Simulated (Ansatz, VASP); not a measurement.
## One calculation of Be2S5, two programs

```
Be S
1.0
     6.93380    0.00000    0.00000
    -3.46690    6.00485    0.00000
     0.00000    0.00000    9.64625
Be S
4 10
Direct
  0.00000 0.00000 0.99724
  0.49991 0.50009 0.99317
  0.00017 0.50009 0.99317
  0.49991 0.99983 0.99317
  0.16659 0.83341 0.00052
  0.16659 0.33317 0.00052
  0.66683 0.83341 0.00052
  0.66667 0.33333 0.98084
  0.48940 0.51060 0.58298
  0.17727 0.35454 0.49063
  0.02120 0.51060 0.58298
  0.48940 0.97880 0.58298
  0.17727 0.82273 0.49063
  0.64546 0.82273 0.49063
```

Alike in both runs: task relaxation of cell and atoms; functional PBE; k mesh 6 × 6 × 4; no spin polarisation.

```csv
,VASP,Ansatz
version,VASP 6.6.1,Ansatz 0.2.0
potentials or method,"VASP PAW PBE potentials, release 64 (Be, S), cutoff 600 eV","scalar-relativistic, plane waves, PAW"
occupations,"gaussian, width 0.01 eV",fixed
valence electrons in the cell,68,68
```

```tsv
	VASP	Ansatz	Ansatz less VASP
gap on the k mesh at the Fermi level, each at its own relaxed structure (eV)	2.29	2.22	-0.069
relaxed volume (Å³/atom)	28.67	28.77	+0.098
relaxed length of the cell vector where the two differ most in proportion (Å)	9.641	9.673	+0.0319
```
